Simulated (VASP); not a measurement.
Crystal: SnSe2.

```
Sn Se
1.0
     3.81100    0.00000    0.00000
    -1.90550    3.30042    0.00000
     0.00000    0.00000    6.13600
Sn Se
1 2
Direct
  0.00000 0.00000 0.00000
  0.33333 0.66667 0.24900
  0.66667 0.33333 0.75100
```

* Program: VASP 6.6.1
* Task: relaxation of cell and atoms
* Functional: r2SCAN
* Dispersion: rVV10
* Potentials or basis: VASP PAW PBE potentials, release 64 (Sn_d, Se)
* Cutoff: 600 eV
* k mesh: 9 × 9 × 6
* Occupations: gaussian, width 0.02 eV
* Spin: no spin polarisation

At the start: pressure 2.9 GPa; volume 25.73 Å³/atom.

Problem. Where does the relaxation end?

Solution. Over 27 steps the energy falls by 11.6 meV/atom and the volume is 26.43 Å³/atom (+2.7 %); space group P-3m1 (No. 164, to 0.1 Å) before and after.

The path:
```tsv
step	energy change (eV)	largest force (eV/Å)	pressure (GPa)	volume (Å³)
1	0.0000	0.5812	2.90	77.18
2	-0.0048	0.3691	-2.69	82.49
3	-0.0330	0.0626	-0.22	79.86
4	-0.0330	0.0722	-0.16	79.81
5	-0.0345	0.0329	-0.05	79.55
6	-0.0347	0.0108	0.01	79.41
7	-0.0347	0.0089	0.02	79.40
8	-0.0347	0.0014	-0.03	79.44
9	-0.0347	0.0028	-0.04	79.43
10	-0.0347	0.0044	-0.04	79.42
11	-0.0347	0.0030	-0.01	79.42
12	-0.0347	0.0008	-0.04	79.41
13	-0.0347	0.0094	-0.05	79.38
14	-0.0348	0.0040	-0.03	79.33
15	-0.0348	0.0047	0.02	79.25
16	-0.0348	0.0021	0.01	79.27
17	-0.0348	0.0018	0.02	79.27
18	-0.0348	0.0016	-0.01	79.30
19	-0.0348	0.0006	0.00	79.29
20	-0.0348	0.0012	-0.02	79.28
21	-0.0348	0.0018	-0.01	79.28
22	-0.0348	0.0025	-0.01	79.27
23	-0.0348	0.0047	0.02	79.26
24	-0.0348	0.0041	0.02	79.26
25	-0.0348	0.0031	0.03	79.26
26	-0.0348	0.0023	-0.01	79.27
27	-0.0348	0.0014	-0.01	79.28
```

Final structure:
```xyz
3
Lattice="3.8300 0.0000 0.0000 -1.9150 3.3168 0.0000 0.0000 0.0000 6.2405" Properties=species:S:1:pos:R:3 pbc="T T T"
Sn    0.0000    0.0000    0.0000
Se    0.0000    2.2112    1.5775
Se    1.9150    1.1056    4.6630
```

Caveat: the PAW data sets were made with another functional, which shifts forces and pressure a little.
